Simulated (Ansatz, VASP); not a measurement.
Two plane-wave programs on AlRu

```
Al Ru
1.0
     3.05439   -0.00260    0.01496
    -0.00260    3.05900   -0.00033
     0.01496   -0.00033    3.05750
Al Ru
1 1
Cartesian
  -0.0946 0.0274 -0.1183
  1.6280 1.5006 1.6544
```

Change from the starting cell: all atoms moved at random, cell strained at random.

Alike in both runs: task single point; functional PBE; k mesh 12 × 12 × 12; occupations gaussian, width 0.1 eV; no spin polarisation.

|  | VASP | Ansatz |
| --- | --- | --- |
| version | VASP 6.6.1 | Ansatz 0.2.0 |
| potentials or method | VASP PAW PBE potentials, release 64 (Al, Ru_pv), cutoff 520 eV | scalar-relativistic, plane waves, PAW |
| valence electrons in the cell | 17 | 19 |

|  | VASP | Ansatz | Ansatz less VASP |
| --- | --- | --- | --- |
| gap on the k mesh at the Fermi level (eV) | none | none | - |
| pressure (GPa) | -3.7 | -3.7 | +0.03 |
| traceless stress, the component that is largest in VASP (GPa) | 4.43 | 4.37 | -0.058 |
| rms of the force components (eV/Å) | 1.173 | 1.165 | -0.0078 |

Atom by atom the forces differ by 0.008 eV/Å (rms over components). A gap of «none» marks a metal or a gap that the smearing closes. VASP's potentials hold 17 valence electrons a cell and Ansatz's 19, so a difference there can come from the potentials and not from the codes.
